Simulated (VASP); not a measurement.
A run of VASP 6.6.1 is set up as follows.

INCAR

```
SYSTEM = BaZrO3
PREC = Accurate ; ENCUT = 520
EDIFF = 1E-6 ; ISMEAR = 0
SIGMA = 0.02 ; LREAL = .FALSE.
LASPH = .TRUE. ; NELM = 60
ALGO = Normal ; ISIF = 2
LWAVE = .FALSE. ; LCHARG = .FALSE.
GGA = PE ; NBANDS = 28
```

File KPOINTS:

```
Automatic mesh
0
G
  6 6 6
  0 0 0
```

Contents of POSCAR:

```
BaZrO3
1.0
    4.0963408803      0.0000000000      0.0000000000
    0.0000000000      4.0963408803      0.0000000000
    0.0000000000      0.0000000000      4.0963408803
Ba Zr O
1 1 3
Direct
    0.0000000000      0.0000000000      0.0000000000
    0.5000000000      0.5000000000      0.5000000000
    0.0000000000      0.5000000000      0.5000000000
    0.5000000000      0.0000000000      0.5000000000
    0.5000000000      0.5000000000      0.0000000000
```

Potentials or basis: VASP PAW PBE potentials, release 64 (Ba_sv, Zr_sv, O).

The run is started by

```bash
$ cat potpaw_PBE.64/Ba_sv/POTCAR potpaw_PBE.64/Zr_sv/POTCAR potpaw_PBE.64/O/POTCAR > POTCAR
$ mpirun -np 1 vasp_std > vasp.out
```

What does it give for the pressure?

18.8 GPa.

Predict the band gap on the k mesh.

3.33 eV, indirect (least direct gap 3.46 eV).

Caveat: spin-orbit coupling is left out, which moves the levels of the heavy elements. A k mesh can miss the band edges.
